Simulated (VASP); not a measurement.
PtSe2:

```
Pt Se
1.0
     3.72400    0.00000    0.00000
    -1.86200    3.22508    0.00000
     0.00000    0.00000    5.06200
Pt Se
1 2
Direct
  0.00000 0.00000 0.00000
  0.33333 0.66667 0.25000
  0.66667 0.33333 0.75000
```

```yaml
Program: VASP 6.6.1
Task: relaxation of cell and atoms
Functional: PBEsol
Potentials_or_basis: VASP PAW PBE potentials, release 64 (Pt, Se)
Cutoff: 600 eV
k_mesh: 15 × 15 × 8
Occupations: gaussian, width 0.1 eV
Spin: no spin polarisation
```

At the start: pressure 2.3 GPa; volume 20.27 Å³/atom.

Problem. Where does the relaxation end?

Solution. Over 16 steps the energy falls by 6.8 meV/atom and the volume is 19.84 Å³/atom (-2.1 %); space group P-3m1 (No. 164, to 0.05 Å).

The path:
```
step  energy change (eV)  largest force (eV/Å)  pressure (GPa)  volume (Å³)
   1              0.0000                0.3215            2.26        60.80
   2              0.0157                0.3042           -4.03        63.34
   3             -0.0089                0.0738           -0.28        61.73
   4             -0.0089                0.0787           -0.23        61.71
   5             -0.0104                0.0792           -0.22        61.54
   6             -0.0144                0.0799           -0.17        61.02
   7             -0.0195                0.0693            0.01        59.97
   8             -0.0073                0.0107            0.82        57.84
   9             -0.0197                0.0827            0.21        59.67
  10             -0.0168                0.1640           -1.50        59.96
  11             -0.0201                0.0204           -0.24        59.74
  12             -0.0201                0.0319            0.17        59.32
  13             -0.0204                0.0053           -0.03        59.53
  14             -0.0204                0.0047           -0.04        59.53
  15             -0.0204                0.0201            0.16        59.48
  16             -0.0204                0.0001           -0.01        59.52
```

Final structure:
```
CELL_PARAMETERS angstrom
3.76121 0.00000 0.00000
-1.88061 3.25731 0.00000
0.00000 0.00000 4.85854
ATOMIC_POSITIONS crystal
Pt 0.00000 0.00000 0.00000
Se 0.33333 0.66667 0.26116
Se 0.66667 0.33333 0.73884
```

Caveat: the PAW data sets were made with another functional, which shifts forces and pressure a little.
